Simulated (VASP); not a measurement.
Write the native input for VASP 6.6.1 that does the following.

- Task: single point
- Functional: PBE
- Potentials or basis: VASP PAW PBE potentials, release 64 (B, N)
- Cutoff: 520 eV
- k mesh: 6 × 6 × 6
- Occupations: gaussian, width 0.01 eV
- Spin: no spin polarisation
- Dipole correction: no
- Further INCAR settings: ALGO = Normal; EDIFF = 1e-07; NBANDS = 11

The structure of BN lies in POSCAR:

```
BN
1.0
    0.0000000000      1.8048254497      1.8138495769
    1.8048254497      0.0000000000      1.8138495769
    1.8048254497      1.8048254497      0.0000000000
B N
1 1
Direct
    0.0000000000      0.0000000000      0.0000000000
    0.2500000000      0.2500000000      0.2500000000
```

This cell differs from its parent crystal: uniaxial z strain +0.5%.

One way to write it, as run:

INCAR

```
SYSTEM = BN
PREC = Accurate
ENCUT = 520
EDIFF = 1E-7
ISMEAR = 0
SIGMA = 0.01
LREAL = .False.
LASPH = .True.
NELM = 60
ALGO = Normal
ISIF = 2
LWAVE = .False.
LCHARG = .False.
GGA = PE
NBANDS = 11
```

KPOINTS

```
Automatic mesh
0
Gamma
  6 6 6
  0 0 0
```

Potentials or basis: VASP PAW PBE potentials, release 64 (B, N).

Run with:

```sh
$ cat potpaw_PBE.64/B/POTCAR potpaw_PBE.64/N/POTCAR > POTCAR
$ mpirun -np 1 vasp_std > vasp.out
```

Results of the run:

| Item | Value |
| --- | --- |
| Pressure | 3.1 GPa |
| Band gap on the k mesh | 4.41 eV, indirect (least direct gap 8.79 eV) |

Caveat: the k points lie up to 0.50 Å⁻¹ apart; the cell differs from its parent crystal (uniaxial z strain +0.5%).

Wall time 6.8 s on 1 thread of Intel Xeon 8259CL, with other jobs on the host, peak memory 0.12 GiB.
